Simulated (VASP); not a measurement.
Input of a VASP 6.6.1 run:

The input INCAR:

```
PREC = Accurate
ENCUT = 750
EDIFF = 1E-6
ISMEAR = 0
SIGMA = 0.1
LREAL = F
LASPH = T
NELM = 120
ALGO = Normal
ISIF = 2
LWAVE = F
LCHARG = F
GGA = PE
NBANDS = 21
GGA_COMPAT = F
```

KPOINTS

```
regular mesh
0
Gamma
  6 6 1
```

File POSCAR:

```
LiH
1.0
    2.8126213994     -0.0013664663     -0.0053193958
   -1.4074291611      2.4361198644      0.0046675346
   -0.0219545704      0.0099421551     11.8360637530
Li H
5 5
Direct
    0.0066811546      0.9972649533      0.7930233030
   -0.0025111928      0.0034692898     -0.0000710174
   -0.0041202118      0.0021501899      0.2068721020
    0.3321802945      0.6665423409      0.4022239809
    0.6692295319      0.3317390888      0.5978814780
    0.3365400794      0.6656268743      0.6956312524
    0.6682038002      0.3341139070      0.8962339041
    0.3295020356      0.6665176817      0.1036756197
    0.6639386795      0.3332742958      0.3044406106
    0.0003558287      0.9993013785      0.5000887668
```

Potentials or basis: VASP PAW PBE potentials, release 64 (Li_sv, H).

The run is started by

```bash
$ cat potpaw_PBE.64/Li_sv/POTCAR potpaw_PBE.64/H/POTCAR > POTCAR
$ mpirun -np 1 vasp_std > vasp.out
```

(1) What does it give for the band gap on the k mesh?

(2) Estimate the largest force.

Results:

(1) 3.48 eV (least direct gap 3.49 eV).

(2) 0.018 eV/Å.

Caveat: the k points lie up to 0.53 Å⁻¹ apart; an odd mesh through Γ misses points on the zone boundary, where band edges can lie.
